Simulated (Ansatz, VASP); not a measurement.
GaN in VASP and in Ansatz

The input POSCAR:

```
GaN
1.0
    0.0000000000      2.3079713574      2.3079713574
    2.2489367673      0.0590345901      2.2489367673
    2.2489367673      2.2489367673      0.0590345901
Ga N
1 1
Direct
    0.0000000000      0.0000000000      0.0000000000
    0.7500000000      0.7500000000      0.7500000000
```

File INCAR.step1:

```
ALGO     = Normal         # electronic algorithm
EDIFF    = 1E-4           # SCF threshold, eV
ENCUT    = 520            # plane-wave cutoff, eV
GGA      = PE             # functional
ISMEAR   = 0              # smearing method
LASPH    = True           # aspherical terms in the spheres
LCHARG   = False          # write CHGCAR
LREAL    = False          # projectors in reciprocal space
LWAVE    = True           # write WAVECAR
NBANDS   = 16             # bands
NELM     = 60             # most SCF steps
PREC     = Accurate       # precision mode
SIGMA    = 0.05           # smearing width, eV
```

The input INCAR.step2:

```
ALGO     = Normal         # electronic algorithm
EDIFF    = 1E-6           # SCF threshold, eV
ENCUT    = 520            # plane-wave cutoff, eV
ISIF     = 2              # what is computed and relaxed
ISMEAR   = 0              # smearing method
ISTART   = 1            
LASPH    = True           # aspherical terms in the spheres
LCHARG   = True           # write CHGCAR
LELF     = True           # ELF
LMIXTAU  = True         
LREAL    = False          # projectors in reciprocal space
LVHAR    = True         
LWAVE    = False          # write WAVECAR
METAGGA  = R2SCAN         # meta-GGA
NBANDS   = 16             # bands
NELM     = 60             # most SCF steps
PREC     = Accurate       # precision mode
SIGMA    = 0.05           # smearing width, eV
```

File KPOINTS:

```
k-points
0
Gamma
  10 10 10
```

Input for Ansatz:

```yaml
crystal:
  lattice:
    - [0.0, 2.3079713574, 2.3079713574]
    - [2.2489367673, 0.0590345901, 2.2489367673]
    - [2.2489367673, 2.2489367673, 0.0590345901]
  atoms:
    - { symbol: Ga, position: [0.0, 0.0, 0.0] }
    - { symbol: "N", position: [0.75, 0.75, 0.75] }
basis:
  ecutwfc: 500
kpoints:
  mp_grid: { grid: [10, 10, 10] }
hamiltonian:
  xc: r2scan
scf:
  occupations: { method: gaussian, width: 0.05 }
output:
  forces: true
  stress: true
  eigenvalues: true
```

Change from the starting cell: strain +0.0525 x Voigt [0, 0, 0, 1, 0, 0], atoms carried along.

Alike in both runs: task single point; functional r2SCAN; k mesh 10 × 10 × 10; occupations gaussian, width 0.05 eV; no spin polarisation.

|  | VASP | Ansatz |
| --- | --- | --- |
| version | VASP 6.6.1 | Ansatz 0.2.0 |
| potentials or method | VASP PAW PBE potentials, release 64 (Ga_d, N), cutoff 520 eV | scalar-relativistic, plane waves, PAW |
| valence electrons in the cell | 18 | 18 |

```csv
,VASP,Ansatz,Ansatz less VASP
gap on the k mesh at the Fermi level (eV),2.00,2.01,+0.011
least direct gap on the mesh (eV),2.00,2.01,+0.011
pressure (GPa),1.7,0.7,-0.98
"traceless stress, the component that is largest in VASP (GPa)",-10.66,-10.56,+0.104
rms of the force components (eV/Å),0.269,0.258,-0.0108
```

VASP's potentials were made for PBE, not for r2SCAN. Atom by atom the forces differ by 0.011 eV/Å (rms over components). With one functional, cell and mesh, what is left measures potentials, basis and numerics.
